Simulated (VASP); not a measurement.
Runs of VASP 6.6.1 on ZnS. The structure is that of space group P3m1 (No. 156), or close to it. The cells are those of the table. 

```csv
cell,gap on the mesh (eV),pressure (GPa),largest force (eV/Å)
"a = 3.847, b = 3.847, c = 13.340 Å, angles 90.0, 90.0, 60.0°, 8 atoms",0.84,-1.2,0.87
"a = 3.847, b = 3.847, c = 14.090 Å, angles 90.0, 90.0, 60.0°, 8 atoms",none,-0.9,1.03
"a = 3.847, b = 3.847, c = 17.090 Å, angles 90.0, 90.0, 60.0°, 8 atoms",none,-0.3,1.12
"a = 3.847, b = 3.847, c = 12.290 Å, angles 90.0, 90.0, 60.0°, 8 atoms",2.07,3.0,3.29
"a = 3.847, b = 3.847, c = 14.590 Å, angles 90.0, 90.0, 60.0°, 8 atoms",none,(a),1.12
"a = 3.847, b = 3.847, c = 13.590 Å, angles 90.0, 90.0, 60.0°, 8 atoms",(b),-1.2,0.84
"a = 3.847, b = 3.847, c = 13.090 Å, angles 90.0, 90.0, 60.0°, 8 atoms",1.34,-1.1,0.96
"a = 3.847, b = 3.847, c = 18.590 Å, angles 90.0, 90.0, 60.0°, 8 atoms",none,-,1.08
"a = 3.847, b = 3.847, c = 12.840 Å, angles 90.0, 90.0, 60.0°, 8 atoms",1.80,-0.8,0.80
"a = 3.847, b = 3.847, c = 15.590 Å, angles 90.0, 90.0, 60.0°, 8 atoms",none,-0.3,1.16
```

Alike in all rows: task single point; level PBE; potentials or basis VASP PAW PBE potentials, release 64 (Zn, S); no spin polarisation; k mesh 8 × 8 × 2; cutoff (eV) 520; smearing gaussian 0.05 eV.

Task: Estimate the missing entries.

Result: (a) -0.6; (b) 0.36.

Caveats: forces of over 1 eV/Å act on the atoms, so gaps and moduli don't describe the material at rest (at least some runs); semilocal functionals underestimate gaps, so a narrow gap can read as zero (at least some runs); the cell stands under pressure (at least some runs).

A k mesh can miss the band edges.

A gap of «none» marks levels without a gap at the run's occupations.
